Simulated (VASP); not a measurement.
# NiO (Fm-3m) in VASP: notebook

The runs below take NiO through single point, with PBEsol+U.

All numbers are computed with VASP 6.6.1; they aren't measurements. Logs are shortened: lines on timing, memory, paths and dates and some standing lists are left out, and cuts for length are marked.

**1. The cell of the first run**

The structure is cubic, space group Fm-3m (No. 225). Conventional cell: a = 4.183 Å, b = 4.183 Å, c = 4.183 Å, α = 90.00°, β = 90.00°, γ = 90.00°. Within 2.8 Å of Ni (site symmetry m-3m) lie 6 O at 2.09 Å. O (site symmetry m-3m) has 6 Ni at 2.09 Å within 2.8 Å.

**2. Single point, PBEsol+U, collinear spin, ferromagnetic start**

Contents of INCAR:

```
PREC = Accurate
ENCUT = 600
EDIFF = 1E-6
ISMEAR = 0
SIGMA = 0.05
LREAL = F
LASPH = T
NELM = 200
ALGO = Normal
ISIF = 2
LWAVE = F
LCHARG = T
ISPIN = 2
MAGMOM = 2 2 0 0
LORBIT = 11
LMAXMIX = 4
LDAU = T
LDAUTYPE = 2
LDAUL = 2 -1
LDAUU = 7.5 0
LDAUJ = 0 0
LDAUPRINT = 1
GGA = PS
LELF = T
LVHAR = T
NBANDS = 28
GGA_COMPAT = F
```

Contents of KPOINTS:

```
regular mesh
0
Gamma
  9 9 9
```

Contents of POSCAR:

```
NiO
1.0
    0.0000000000      2.0913095100      2.0913095100
    2.0913095100      0.0000000000      2.0913095100
    4.1826190200      4.1826190200      0.0000000000
Ni O
2 2
Direct
    0.0000000000      0.0000000000      0.0000000000
    0.0000000000      0.0000000000      0.5000000000
    0.5000000000      0.5000000000      0.2500000000
    0.5000000000      0.5000000000      0.7500000000
```

Potentials or basis: VASP PAW PBE potentials, release 64 (Ni, O).

On the command line:

```bash
> cat potpaw_PBE.64/Ni/POTCAR potpaw_PBE.64/O/POTCAR > POTCAR
> mpirun -np 1 vasp_std > vasp.out
```

OUTCAR:

```text
PREC = Accurate
   ENCUT = 600
   EDIFF = 1E-6
   ISMEAR = 0
   LREAL = F
   LASPH = T
   NELM = 200
   ISIF = 2
   ISPIN = 2
   LORBIT = 11
   GGA = PS

 ion  position               nearest neighbor table
   1  0.000  0.000  0.000-   4 2.09   3 2.09   4 2.09   3 2.09   4 2.09   3 2.09   2 2.96   2 2.96
                             2 2.96   2 2.96   2 2.96   2 2.96
   2  0.000  0.000  0.500-   3 2.09   3 2.09   4 2.09   3 2.09   4 2.09   4 2.09   1 2.96   1 2.96
                             1 2.96   1 2.96   1 2.96   1 2.96
   3  0.500  0.500  0.250-   1 2.09   1 2.09   2 2.09   1 2.09   2 2.09   2 2.09
   4  0.500  0.500  0.750-   2 2.09   1 2.09   2 2.09   1 2.09   2 2.09   1 2.09

  LATTYP: Found a trigonal (rhomboedric) cell.
 ALAT       =     5.1226411937
 COS(alpha) =     0.8333333333

  Lattice vectors:

 A1 = (   4.1826190200,   2.0913095100,  -2.0913095100)
 A2 = (   2.0913095100,   2.0913095100,  -4.1826190200)
 A3 = (   2.0913095100,   4.1826190200,  -2.0913095100)

Analysis of symmetry for initial positions (statically):
=====================================================================
 Subroutine PRICEL returns following result:

  LATTYP: Found a face centered cubic cell.
 ALAT       =     4.1826190200
[... 12 lines left out ...]
 Subroutine GETGRP returns: Found 12 space group operations
 (whereof 12 operations were pure point group operations)
 out of a pool of 12 trial point group operations.

The static configuration has the point symmetry D_3d.

Analysis of symmetry for dynamics (positions and initial velocities):
=====================================================================
 Subroutine PRICEL returns following result:

  LATTYP: Found a face centered cubic cell.
 ALAT       =     4.1826190200
[... 12 lines left out ...]
 Subroutine GETGRP returns: Found 12 space group operations
 (whereof 12 operations were pure point group operations)
 out of a pool of 12 trial point group operations.

The dynamic configuration has the point symmetry D_3d.

Analysis of structural, dynamic, and magnetic symmetry:
=====================================================================
 Subroutine PRICEL returns following result:

  LATTYP: Found a face centered cubic cell.
 ALAT       =     4.1826190200
[... 12 lines left out ...]
 Subroutine GETGRP returns: Found 12 space group operations
 (whereof 12 operations were pure point group operations)
 out of a pool of 12 trial point group operations.

The overall configuration has the point symmetry D_3d.

 Subroutine INISYM returns: Found 12 space group operations
 (whereof 12 operations are pure point group operations),
 and found     2 'primitive' translations

----------------------------------------------------------------------------------------

                                     Primitive cell

  volume of cell :      18.2930

  direct lattice vectors                    reciprocal lattice vectors
     0.000000000  2.091309510  2.091309510    -0.239084649  0.239084649  0.239084649
     2.091309510  0.000000000  2.091309510     0.239084649 -0.239084649  0.239084649
     2.091309510  2.091309510  0.000000000     0.239084649  0.239084649 -0.239084649

  length of vectors
     2.957558272  2.957558272  2.957558272     0.414106759  0.414106759  0.414106759

  position of ions in fractional coordinates (direct lattice)
     0.000000000  0.000000000  0.000000000
     0.500000000  0.500000000  0.500000000

  ion indices of the primitive-cell ions
   primitive index   ion index
                 1           1
                 2           3

----------------------------------------------------------------------------------------

 KPOINTS: regular mesh

Automatic generation of k-mesh.
 Grid dimensions read from file:
 generate k-points for:    9    9    9

 Generating k-lattice:

  Cartesian coordinates                     Fractional coordinates (reciprocal lattice)
    -0.026564961  0.026564961  0.026564961     0.111111111  0.000000000  0.000000000
     0.026564961 -0.026564961  0.026564961     0.000000000  0.111111111  0.000000000
[... 80 lines left out ...]
  Fermi-wavevector in a.u.,A,eV,Ry     =   1.565621  2.958594 33.350161  2.451168
  Thomas-Fermi vector in A             =   2.668070
   LORBIT       =     11    0 simple, 1 ext, 2 COOP (PROOUT), +10 PAW based schemes
 LDA+U is selected, type is set to LDAUTYPE =  2
   angular momentum for each species LDAUL =     2   -1
   U (eV)           for each species LDAUU =   7.5  0.0
   J (eV)           for each species LDAUJ =   0.0  0.0
   GGA     = PS    functional components
   LHFCALC =     F    Hartree Fock is set to
   AEXX    =    0.0000 exact exchange contribution
   IVDW    =     0    specifies the selected vdW correction
   LEPSILON=     F    determine dielectric tensor
   LRPA    =     F    only Hartree local field effects (RPA)
 spin polarized calculation
 Gauss-broadening in eV      SIGMA  =   0.05
  energy-cutoff  :      600.00
  volume of cell :       36.59
 maximum number of plane-waves:      1236
   NGX = 11   NGY = 11   NGZ = 23

atom =   1  type =  1  l = 2

 onsite density matrix

spin component  1

  0.9875  0.0000  0.0000  0.0000  0.0000
  0.0000  0.9875  0.0000 -0.0000 -0.0000
  0.0000  0.0000  1.0465  0.0000 -0.0000
  0.0000 -0.0000  0.0000  0.9875  0.0000
  0.0000 -0.0000 -0.0000  0.0000  1.0465

spin component  2

  0.9864 -0.0000  0.0000 -0.0000 -0.0000
 -0.0000  0.9864  0.0000  0.0000 -0.0000
  0.0000  0.0000  0.1294  0.0000 -0.0000
 -0.0000  0.0000  0.0000  0.9864  0.0000
 -0.0000 -0.0000 -0.0000  0.0000  0.1294

 occupancies and eigenvectors

  o =  0.1294  v =  0.0000  0.0000  0.0000  0.0000  0.0000  0.0000  0.0000 -0.9994  0.0000 -0.0345      0.0000  0.0000  0.0000  0.0000  0.0000  0.0000  0.0000  0.0000  0.0000  0.0000
  o =  0.1294  v =  0.0000  0.0000  0.0000  0.0000  0.0000 -0.0000 -0.0000  0.0345  0.0000 -0.9994      0.0000  0.0000  0.0000  0.0000  0.0000  0.0000  0.0000  0.0000  0.0000  0.0000
  o =  0.9864  v =  0.0000  0.0000  0.0000  0.0000  0.0000 -0.0561  0.6774 -0.0000 -0.7335 -0.0000      0.0000  0.0000  0.0000  0.0000  0.0000  0.0000  0.0000  0.0000  0.0000  0.0000
  o =  0.9864  v =  0.0000  0.0000  0.0000  0.0000  0.0000  0.8146  0.4559  0.0000  0.3587 -0.0000      0.0000  0.0000  0.0000  0.0000  0.0000  0.0000  0.0000  0.0000  0.0000  0.0000
  o =  0.9864  v =  0.0000  0.0000  0.0000  0.0000  0.0000 -0.5774  0.5774 -0.0000  0.5774 -0.0000      0.0000  0.0000  0.0000  0.0000  0.0000  0.0000  0.0000  0.0000  0.0000  0.0000
  o =  0.9875  v = -0.5774  0.5774 -0.0000  0.5774  0.0000  0.0000  0.0000  0.0000  0.0000  0.0000      0.0000  0.0000  0.0000  0.0000  0.0000  0.0000  0.0000  0.0000  0.0000  0.0000
  o =  0.9875  v = -0.0784 -0.7430  0.0000  0.6647 -0.0001  0.0000  0.0000  0.0000  0.0000  0.0000      0.0000  0.0000  0.0000  0.0000  0.0000  0.0000  0.0000  0.0000  0.0000  0.0000
  o =  0.9875  v = -0.8127 -0.3385  0.0001 -0.4742  0.0000  0.0000  0.0000  0.0000  0.0000  0.0000      0.0000  0.0000  0.0000  0.0000  0.0000  0.0000  0.0000  0.0000  0.0000  0.0000
  o =  1.0465  v =  0.0000 -0.0001 -0.0000  0.0001  1.0000  0.0000  0.0000  0.0000  0.0000  0.0000      0.0000  0.0000  0.0000  0.0000  0.0000  0.0000  0.0000  0.0000  0.0000  0.0000
  o =  1.0465  v = -0.0001 -0.0000 -1.0000 -0.0000 -0.0000  0.0000  0.0000  0.0000  0.0000  0.0000      0.0000  0.0000  0.0000  0.0000  0.0000  0.0000  0.0000  0.0000  0.0000  0.0000

atom =   2  type =  1  l = 2

 onsite density matrix

spin component  1

  0.9875  0.0000  0.0000  0.0000 -0.0000
  0.0000  0.9875  0.0000 -0.0000 -0.0000
  0.0000  0.0000  1.0465  0.0000 -0.0000
  0.0000 -0.0000  0.0000  0.9875  0.0000
 -0.0000 -0.0000 -0.0000  0.0000  1.0465

spin component  2

  0.9864 -0.0000  0.0000 -0.0000  0.0000
 -0.0000  0.9864  0.0000  0.0000 -0.0000
  0.0000  0.0000  0.1294  0.0000 -0.0000
 -0.0000  0.0000  0.0000  0.9864  0.0000
  0.0000 -0.0000 -0.0000  0.0000  0.1294

 occupancies and eigenvectors

  o =  0.1294  v =  0.0000  0.0000  0.0000  0.0000  0.0000  0.0000 -0.0000 -0.0022  0.0000 -1.0000      0.0000  0.0000  0.0000  0.0000  0.0000  0.0000  0.0000  0.0000  0.0000  0.0000
  o =  0.1294  v =  0.0000  0.0000  0.0000  0.0000  0.0000 -0.0000 -0.0000  1.0000 -0.0000 -0.0022      0.0000  0.0000  0.0000  0.0000  0.0000  0.0000  0.0000  0.0000  0.0000  0.0000
  o =  0.9864  v =  0.0000  0.0000  0.0000  0.0000  0.0000  0.8164  0.3996  0.0000  0.4168  0.0000      0.0000  0.0000  0.0000  0.0000  0.0000  0.0000  0.0000  0.0000  0.0000  0.0000
  o =  0.9864  v =  0.0000  0.0000  0.0000  0.0000  0.0000  0.0099  0.7120  0.0000 -0.7021 -0.0000      0.0000  0.0000  0.0000  0.0000  0.0000  0.0000  0.0000  0.0000  0.0000  0.0000
  o =  0.9864  v =  0.0000  0.0000  0.0000  0.0000  0.0000 -0.5774  0.5774  0.0000  0.5774 -0.0000      0.0000  0.0000  0.0000  0.0000  0.0000  0.0000  0.0000  0.0000  0.0000  0.0000
  o =  0.9875  v = -0.5774  0.5774 -0.0000  0.5774 -0.0000  0.0000  0.0000  0.0000  0.0000  0.0000      0.0000  0.0000  0.0000  0.0000  0.0000  0.0000  0.0000  0.0000  0.0000  0.0000
  o =  0.9875  v =  0.0374 -0.6877 -0.0000  0.7251 -0.0001  0.0000  0.0000  0.0000  0.0000  0.0000      0.0000  0.0000  0.0000  0.0000  0.0000  0.0000  0.0000  0.0000  0.0000  0.0000
  o =  0.9875  v = -0.8156 -0.4402  0.0001 -0.3754 -0.0000  0.0000  0.0000  0.0000  0.0000  0.0000      0.0000  0.0000  0.0000  0.0000  0.0000  0.0000  0.0000  0.0000  0.0000  0.0000
  o =  1.0465  v = -0.0001 -0.0000 -1.0000 -0.0000  0.0000  0.0000  0.0000  0.0000  0.0000  0.0000      0.0000  0.0000  0.0000  0.0000  0.0000  0.0000  0.0000  0.0000  0.0000  0.0000
  o =  1.0465  v =  0.0000 -0.0001  0.0000  0.0001  1.0000  0.0000  0.0000  0.0000  0.0000  0.0000      0.0000  0.0000  0.0000  0.0000  0.0000  0.0000  0.0000  0.0000  0.0000  0.0000

 number of electron      32.0000011 magnetization       4.0000011

 Free energy of the ion-electron system (eV)
  ---------------------------------------------------
  ext. energy  EPLUGINS =         0.00000000
  ---------------------------------------------------
  free energy    TOTEN  =       -21.64159367 eV

  energy without entropy =      -21.64159367  energy(sigma->0) =      -21.64159367

 E-fermi :   6.5818     XC(G=0): -12.8817

 val. band max:        6.3832660408   @ k =   0.0000   0.0000   0.0000
 cond. band min:       9.2253657860   @ k =   0.0000   0.0000   0.0000
 fundamental gap:      2.8420997452
 Fermi energy:         6.5818107175

 spin component 1

 k-point     1 :       0.0000    0.0000    0.0000
  band No.  band energies     occupation
      1     -12.1759      1.00000
      2     -10.6977      1.00000
      3      -1.4091      1.00000
      4      -1.4010      1.00000
      5      -1.4009      1.00000
      6      -0.3286      1.00000
[... 1481 lines left out ...]
     27      24.4963      0.00000
     28      27.8627      0.00000

 [... further k-points ...]

------------------------ aborting loop because EDIFF is reached ----------------------------------------

  FORCE on cell =-STRESS in cart. coord.  units (eV):
  Direction    XX          YY          ZZ          XY          YZ          ZX
  --------------------------------------------------------------------------------------
  -------------------------------------------------------------------------------------
  Total       -2.3272345     -2.3272345     -2.3272345     -0.0001926      0.0001926      0.0001926
  in kB     -101.9144579   -101.9144579   -101.9144579     -0.0084339      0.0084339      0.0084339
  external PRESSURE =    -101.9144579 kB  Pullay stress =       0.0000000 kB

 VOLUME and BASIS-vectors are now :
 -----------------------------------------------------------------------------
  energy-cutoff  :      600.00
  volume of cell :       36.59
      direct lattice vectors                 reciprocal lattice vectors
     0.000000000  2.091309510  2.091309510    -0.239084649  0.239084649  0.239084649
     2.091309510  0.000000000  2.091309510     0.239084649 -0.239084649  0.239084649
     4.182619020  4.182619020  0.000000000     0.119542324  0.119542324 -0.119542324

 POSITION                                       TOTAL-FORCE (eV/Angst)
 -----------------------------------------------------------------------------------
      0.00000      0.00000      0.00000        -0.000000      0.000000      0.000000
      2.09131      2.09131      0.00000        -0.000000     -0.000000      0.000000
      2.09131      2.09131      2.09131         0.000000      0.000000      0.000000
      4.18262      4.18262      2.09131         0.000000      0.000000     -0.000000
 -----------------------------------------------------------------------------------
    total drift:                                0.000000     -0.000000     -0.000000

  FREE ENERGIE OF THE ION-ELECTRON SYSTEM (eV)
  ---------------------------------------------------
  free  energy   TOTEN  =       -21.6415936690 eV

  energy  without entropy=      -21.6415936690  energy(sigma->0) =      -21.64159367

 total charge

# of ion       s       p       d       tot
------------------------------------------
    1        0.348   0.431   8.243   9.022
    2        0.348   0.431   8.243   9.022
    3        1.537   3.463   0.000   5.000
    4        1.537   3.463   0.000   5.000
--------------------------------------------------
tot          3.770   7.788  16.487  28.044

 magnetization (x)

# of ion       s       p       d       tot
------------------------------------------
    1        0.011   0.013   1.833   1.857
    2        0.011   0.013   1.833   1.857
    3        0.015   0.132   0.000   0.147
    4        0.015   0.132   0.000   0.147
--------------------------------------------------
tot          0.052   0.291   3.667   4.010
```

Wall time 3.4 min (1 thread of Oxide Virtual Turin-like, shared host); peak memory 0.26 GiB.

What came out:

```yaml
Free_energy: -21.6416 eV
Pressure: -10.2 GPa
Band_gap_on_the_k_mesh: 2.84 eV
Net_moment: 4.00 μB per cell
Site_moments: Ni +1.86; O +0.15 μB
Valence_electrons_inside_the_program's_atomic_spheres: Ni 9.02; O 5.00
```

Eigenvalues of the final occupation matrices:
```
    site  spin  trace               eigenvalues
site 1 d     1   5.06  0.99 0.99 0.99 1.05 1.05
site 1 d     2   3.22  0.13 0.13 0.99 0.99 0.99
site 2 d     1   5.06  0.99 0.99 0.99 1.05 1.05
site 2 d     2   3.22  0.13 0.13 0.99 0.99 0.99
```

Caveat: the cell stands under tension; the PAW data sets were made with another functional, which shifts forces and pressure a little; an odd mesh through Γ misses points on the zone boundary, where band edges can lie.

**3. Single point, PBEsol+U, collinear spin, ferromagnetic start**

Contents of INCAR:

```
SYSTEM = NiO
PREC = Accurate ; ENCUT = 600
EDIFF = 1E-6 ; ISMEAR = 0
SIGMA = 0.05 ; LREAL = .False.
LASPH = .True. ; NELM = 200
ALGO = Normal ; ISIF = 2
LWAVE = .False. ; LCHARG = .True.
ISPIN = 2 ; MAGMOM = 1.91 1.91 0.21 0.21
LORBIT = 11 ; LMAXMIX = 4
LDAU = .True. ; LDAUTYPE = 2
LDAUL = 2 -1 ; LDAUU = 7.5 0
LDAUJ = 0 0 ; LDAUPRINT = 1
GGA = PS ; LELF = .True.
LVHAR = .True. ; NBANDS = 28
GGA_COMPAT = .False.
```

Contents of KPOINTS:

```
regular mesh
0
Gamma
  9 9 9
  0 0 0
```

POSCAR is that of step 2.

Potentials or basis: VASP PAW PBE potentials, release 64 (Ni, O).

On the command line:

```bash
> cat potpaw_PBE.64/Ni/POTCAR potpaw_PBE.64/O/POTCAR > POTCAR
> mpirun -np 1 vasp_std > vasp.out
```

Wall time 4.9 min (1 thread of Oxide Virtual Turin-like, shared host); peak memory 0.26 GiB.

The run converged. Its results:

```yaml
Free_energy: -21.6416 eV
Pressure: -10.2 GPa
Band_gap_on_the_k_mesh: 2.84 eV
Net_moment: 4.00 μB per cell
Site_moments: Ni +1.86; O +0.15 μB
Valence_electrons_inside_the_program's_atomic_spheres: Ni 9.02; O 5.00
```

Levels at points of the mesh, in eV from the valence-band top:
Spin up:
| k point | band 14 | band 15 | band 16 | band 17 | band 18 | band 19 | band 20 | band 21 | band 22 | band 23 |
| --- | --- | --- | --- | --- | --- | --- | --- | --- | --- | --- |
| (0.00, 0.00, 0.00) | -1.18 | -1.18 | -1.18 | 0.00 | 0.00 | 2.84 | 6.79 | 11.22 | 15.02 | 15.02 |
Spin down:
| k point | band 11 | band 12 | band 13 | band 14 | band 15 | band 16 | band 17 | band 18 |
| --- | --- | --- | --- | --- | --- | --- | --- | --- |
| (0.00, 0.00, 0.00) | -1.84 | -0.86 | -0.86 | -0.86 | 3.01 | 3.01 | 3.19 | 5.29 |

Eigenvalues of the final occupation matrices:
| site | spin | trace | eigenvalues |
| --- | --- | --- | --- |
| site 1 d | 1 | 5.06 | 0.99 0.99 0.99 1.05 1.05 |
| site 1 d | 2 | 3.22 | 0.13 0.13 0.99 0.99 0.99 |
| site 2 d | 1 | 5.06 | 0.99 0.99 0.99 1.05 1.05 |
| site 2 d | 2 | 3.22 | 0.13 0.13 0.99 0.99 0.99 |

Caveat: the cell stands under tension; the PAW data sets were made with another functional, which shifts forces and pressure a little; an odd mesh through Γ misses points on the zone boundary, where band edges can lie.
